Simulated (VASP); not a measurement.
# Si4Mo2S: single point with PBE

The system is Si4Mo2S, a slab with vacuum.

```
CELL_PARAMETERS angstrom
3.21697 0.00000 0.00000
0.00000 3.21697 0.00000
0.00000 0.00000 21.87880
ATOMIC_POSITIONS crystal
Si 0.00000 0.00000 0.18283
Si 0.00000 0.00000 0.30151
Si 0.50000 0.50000 0.35937
Si 0.50000 0.50000 0.47438
Mo 0.50000 0.50000 0.24217
Mo 0.00000 0.00000 0.41929
S 0.87500 0.87500 0.53483
```

| Property | Result |
| --- | --- |
| Program | VASP 6.6.1 |
| Task | single point |
| Functional | PBE |
| Potentials or basis | VASP PAW PBE potentials, release 64 (Si, Mo_sv, S) |
| Cutoff | 520 eV |
| k mesh | 8 × 8 × 1 |
| Occupations | gaussian, width 0.1 eV |
| Spin | no spin polarisation |

- Largest force: 1.045 eV/Å
- Band gap on the k mesh: zero (bands 25 and 26 overlap by 0.49 eV)

Forces on the atoms (eV/Å):
```
Si   0.012  0.012  0.627
Si  -0.003 -0.003 -0.669
Si  -0.020 -0.020 -0.348
Si  -0.317 -0.317  0.945
Mo  -0.006 -0.006 -0.381
Mo   0.250  0.250 -0.147
S    0.083  0.083 -0.026
```

Levels at points of the mesh, in eV from the Fermi level:
| k point | band 22 | band 23 | band 24 | band 25 | band 26 | band 27 | band 28 | band 29 |
| --- | --- | --- | --- | --- | --- | --- | --- | --- |
| (0.00, 0.00, 0.00) | -0.70 | -0.20 | 0.24 | 0.47 | 0.74 | 0.94 | 1.24 | 1.70 |
| (0.50, 0.00, 0.00) | -1.71 | -1.08 | -0.17 | -0.14 | 0.04 | 2.09 | 2.37 | 2.56 |
| (0.50, 0.50, 0.00) | -1.82 | -1.62 | -1.49 | -0.88 | 0.03 | 1.20 | 2.28 | 2.39 |

It took 2.5 min on 1 thread of Intel(R) Xeon(R) 6975P-C (Granite Rapids), with other jobs on the host, peak memory 0.37 GiB.
